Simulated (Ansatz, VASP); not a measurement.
# One calculation of TaN, two programs

File POSCAR:

```
TaN
1.0
    0.0000000000      2.2225800000      2.1790000000
    2.1790000000      0.0000000000      2.1790000000
    2.1790000000      2.2225800000      0.0000000000
Ta N
1 1
Direct
    0.5000000000      0.5000000000      0.5000000000
    0.0000000000      0.0000000000      0.0000000000
```

The input INCAR.step1:

```
SYSTEM = TaN
PREC = Accurate
ENCUT = 520
ISMEAR = 0
SIGMA = 0.15
LREAL = .FALSE.
LASPH = .TRUE.
NELM = 80
NBANDS = 15
GGA = PE
ALGO = Normal
EDIFF = 1E-4
LWAVE = .TRUE.
LCHARG = .FALSE.
```

Contents of INCAR.step2:

```
SYSTEM = TaN
PREC = Accurate
ENCUT = 520
EDIFF = 1E-6
ISMEAR = 0
SIGMA = 0.15
LREAL = .FALSE.
LASPH = .TRUE.
NELM = 80
ALGO = Normal
ISIF = 2
LWAVE = .FALSE.
LCHARG = .FALSE.
METAGGA = R2SCAN
LMIXTAU = .TRUE.
NBANDS = 15
ISTART = 1
```

The input KPOINTS:

```
regular mesh
0
G
  18 18 18
  0 0 0
```

Input for Ansatz:

```yaml
crystal:
  lattice:
    - [0.0, 2.22258, 2.179]
    - [2.179, 0.0, 2.179]
    - [2.179, 2.22258, 0.0]
  atoms:
    - { symbol: Ta, position: [0.5, 0.5, 0.5] }
    - { symbol: "N", position: [0.0, 0.0, 0.0] }
basis:
  ecutwfc: 500
kpoints:
  mp_grid: { grid: [18, 18, 18] }
hamiltonian:
  xc: r2scan
scf:
  occupations: { method: gaussian, width: 0.15 }
output:
  forces: true
  stress: true
  eigenvalues: true
```

Change from the starting cell: strain +0.0200 x Voigt [0, 1, 0, 0, 0, 0], atoms carried along.

Alike in both runs: task single point; functional r2SCAN; k mesh 18 × 18 × 18; occupations gaussian, width 0.15 eV; no spin polarisation.

|  | VASP | Ansatz |
| --- | --- | --- |
| version | VASP 6.6.1 | Ansatz 0.2.0 |
| potentials or method | VASP PAW PBE potentials, release 64 (Ta_pv, N), cutoff 520 eV | scalar-relativistic, plane waves, PAW |
| valence electrons in the cell | 16 | 18 |

```tsv
	VASP	Ansatz	Ansatz less VASP
gap on the k mesh at the Fermi level (eV)	none	none	-
pressure (GPa)	4.6	2.6	-1.99
traceless stress, the component that is largest in VASP (GPa)	-8.09	-8.09	-0.005
```

VASP's potentials were made for PBE, not for r2SCAN. A gap of «none» marks a metal or a gap that the smearing closes. With one functional, cell and mesh, what is left measures potentials, basis and numerics. VASP's potentials hold 16 valence electrons a cell and Ansatz's 18, so a difference there can come from the potentials and not from the codes.

Neither program's run includes spin-orbit coupling.
